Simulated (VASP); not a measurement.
# TiC (P-6m2) in VASP: further runs, part 2 of 2

VASP 6.6.1. The steps go on from the part before.

## 6. Single point, PBE

This run uses another cell than the first one, of 11.03 Å³/atom, 1.085 times its volume.

INCAR

```
SYSTEM = TiC
  ALGO = Normal
  EDIFF = 1E-6
  ENCUT = 520
  GGA = PE
  ISIF = 2
  ISMEAR = -1
  LASPH = .True.
  LCHARG = .False.
  LREAL = .False.
  LWAVE = .False.
  NBANDS = 15
  NELM = 60
  PREC = Accurate
  SIGMA = 0.05
```

KPOINTS

```
k-points
0
Gamma
  10 10 10
  0 0 0
```

POSCAR

```
TiC
1.0
    3.0622368785      0.0000000000      0.0000000000
   -1.5311134061      2.6519676608      0.0000000000
    0.0000000000      0.0000000000      2.7158378717
Ti C
1 1
Direct
    0.0000000000      0.0000000000      0.5000000000
    0.3333300000      0.6666700000      0.0000000000
```

Potentials or basis: VASP PAW PBE potentials, release 64 (Ti_sv, C).

Run with:

```
$ cat potpaw_PBE.64/Ti_sv/POTCAR potpaw_PBE.64/C/POTCAR > POTCAR
$ mpirun -np 1 vasp_std > vasp.out
```

OUTCAR:

```text
SYSTEM = TiC
   EDIFF = 1E-6
   ENCUT = 520
   GGA = PE
   ISIF = 2
   ISMEAR = -1
   LASPH = .True.
   LREAL = .False.
   NELM = 60
   PREC = Accurate

 ion  position               nearest neighbor table
   1  0.000  0.000  0.500-   2 2.23   2 2.23   2 2.23   2 2.23   2 2.23   2 2.23
   2  0.333  0.667  0.000-   1 2.23   1 2.23   1 2.23   1 2.23   1 2.23   1 2.23

  LATTYP: Found a hexagonal cell.
 ALAT       =     3.0622368785
 C/A-ratio  =     0.8868804013

  Lattice vectors:

 A1 = (   3.0622368785,   0.0000000000,   0.0000000000)
 A2 = (  -1.5311134061,   2.6519676608,   0.0000000000)
 A3 = (   0.0000000000,   0.0000000000,   2.7158378717)

Analysis of symmetry for initial positions (statically):
=====================================================================
 Subroutine PRICEL returns:
 Original cell was already a primitive cell.

 Routine SETGRP: Setting up the symmetry group for a
 hexagonal supercell.

 Subroutine GETGRP returns: Found  4 space group operations
 (whereof  4 operations were pure point group operations)
 out of a pool of 24 trial point group operations.

The static configuration has the point symmetry C_2v.

Analysis of symmetry for dynamics (positions and initial velocities):
=====================================================================
 Subroutine PRICEL returns:
 Original cell was already a primitive cell.

 Routine SETGRP: Setting up the symmetry group for a
 hexagonal supercell.

 Subroutine GETGRP returns: Found  4 space group operations
 (whereof  4 operations were pure point group operations)
 out of a pool of 24 trial point group operations.

The dynamic configuration has the point symmetry C_2v.

 Subroutine INISYM returns: Found  4 space group operations
 (whereof  4 operations are pure point group operations),
 and found     1 'primitive' translations

----------------------------------------------------------------------------------------

                                     Primitive cell
[... 114 lines left out ...]
  Thomas-Fermi vector in A             =   2.586184
   LORBIT       =      0    0 simple, 1 ext, 2 COOP (PROOUT), +10 PAW based schemes
   GGA     = PE    functional components
   LHFCALC =     F    Hartree Fock is set to
   AEXX    =    0.0000 exact exchange contribution
   IVDW    =     0    specifies the selected vdW correction
   LEPSILON=     F    determine dielectric tensor
   LRPA    =     F    only Hartree local field effects (RPA)
 non-spin polarized calculation
  energy-cutoff  :      520.00
  volume of cell :       22.06
 maximum number of plane-waves:       604
   NGX = 11   NGY = 11   NGZ = 11

 number of electron      16.0000003 magnetization

 Free energy of the ion-electron system (eV)
  ---------------------------------------------------
  ext. energy  EPLUGINS =         0.00000000
  ---------------------------------------------------
  free energy    TOTEN  =       -17.35071591 eV

  energy without entropy =      -17.34673790  energy(sigma->0) =      -17.34872690

 E-fermi :   8.3944     XC(G=0): -12.1953

 val. band max:        8.3815406363   @ k =   0.3000   0.1000   0.0000
 cond. band min:       8.4275908169   @ k =   0.5000   0.5000   0.1000
 fundamental gap:      0.0460501806
 Fermi energy:         8.3943857688

 k-point     1 :       0.0000    0.0000    0.0000
  band No.  band energies     occupation
      1     -48.2035      2.00000
      2     -24.3688      2.00000
      3     -24.3688      2.00000
      4     -23.9162      2.00000
      5      -3.5088      2.00000
      6       6.8442      2.00000
      7       6.8442      2.00000
      8       7.4785      2.00000
      9      10.6499      0.00000
     10      11.6473      0.00000
     11      11.6473      0.00000
     12      13.9452      0.00000
     13      13.9453      0.00000
     14      15.7587      0.00000
[... 401 lines left out ...]
      2     -24.6343      2.00000
      3     -24.4713      2.00000
      4     -23.8811      2.00000
      5      -1.7918      2.00000
      6       4.5341      2.00000
      7       7.0858      2.00000
      8       8.4606      0.42029
      9       8.6008      0.03168
     10      11.2176      0.00000
     11      11.7993      0.00000
     12      12.3584      0.00000
     13      14.6168      0.00000
     14      19.3387      0.00000
     15      22.7129      0.00000

 [... further k-points ...]
[... 5 lines left out ...]
  --------------------------------------------------------------------------------------
  -------------------------------------------------------------------------------------
  Total       -0.4911281     -0.4911801     -0.6780689     -0.0000482      0.0000000      0.0000000
  in kB      -35.6775099    -35.6812831    -49.2576334     -0.0035048      0.0000000      0.0000000
  external PRESSURE =     -40.2054755 kB  Pullay stress =       0.0000000 kB

 VOLUME and BASIS-vectors are now :
 -----------------------------------------------------------------------------
  energy-cutoff  :      520.00
  volume of cell :       22.06
      direct lattice vectors                 reciprocal lattice vectors
     3.062236878  0.000000000  0.000000000     0.326558669  0.188538633  0.000000000
    -1.531113406  2.651967661  0.000000000     0.000000000  0.377078505  0.000000000
     0.000000000  0.000000000  2.715837872     0.000000000  0.000000000  0.368210492

 POSITION                                       TOTAL-FORCE (eV/Angst)
 -----------------------------------------------------------------------------------
      0.00000      0.00000      1.35792        -0.000080      0.000046      0.000000
     -0.00001      1.76799      0.00000         0.000080     -0.000046      0.000000
 -----------------------------------------------------------------------------------
    total drift:                                0.000042      0.000072     -0.000000

  FREE ENERGIE OF THE ION-ELECTRON SYSTEM (eV)
  ---------------------------------------------------
  free  energy   TOTEN  =       -17.3507159055 eV

  energy  without entropy=      -17.3467379008  energy(sigma->0) =      -17.34872690
```

Wall time 23 s (1 thread of Intel Xeon Platinum 8488C (Sapphire Rapids), shared host); peak memory 0.18 GiB.

Results:

```
Free energy            : -17.3507 eV
Pressure               : -4.0 GPa
Band gap on the k mesh : zero (band 8 reaches 8.46 eV, above the bottom of band 9 at 8.38 eV)
```

## 7. Overview

```csv
cell,gap on the mesh (eV),pressure (GPa)
"a = 2.980, b = 2.980, c = 2.643 Å, angles 90.0, 90.0, 120.0°, 2 atoms",none,15.5
"a = 3.001, b = 3.001, c = 2.662 Å, angles 90.0, 90.0, 120.0°, 2 atoms",none,9.8
"a = 3.022, b = 3.022, c = 2.680 Å, angles 90.0, 90.0, 120.0°, 2 atoms",none,4.7
"a = 3.042, b = 3.042, c = 2.698 Å, angles 90.0, 90.0, 120.0°, 2 atoms",none,0.1
"a = 3.062, b = 3.062, c = 2.716 Å, angles 90.0, 90.0, 120.0°, 2 atoms",none,-4.0
```

Alike in all rows: task single point; level PBE; potentials or basis VASP PAW PBE potentials, release 64 (Ti_sv, C); no spin polarisation; k mesh 10 × 10 × 10; cutoff (eV) 520; smearing fermi-dirac 0.05 eV.

Absolute energies hang on the potentials; compare differences alone.
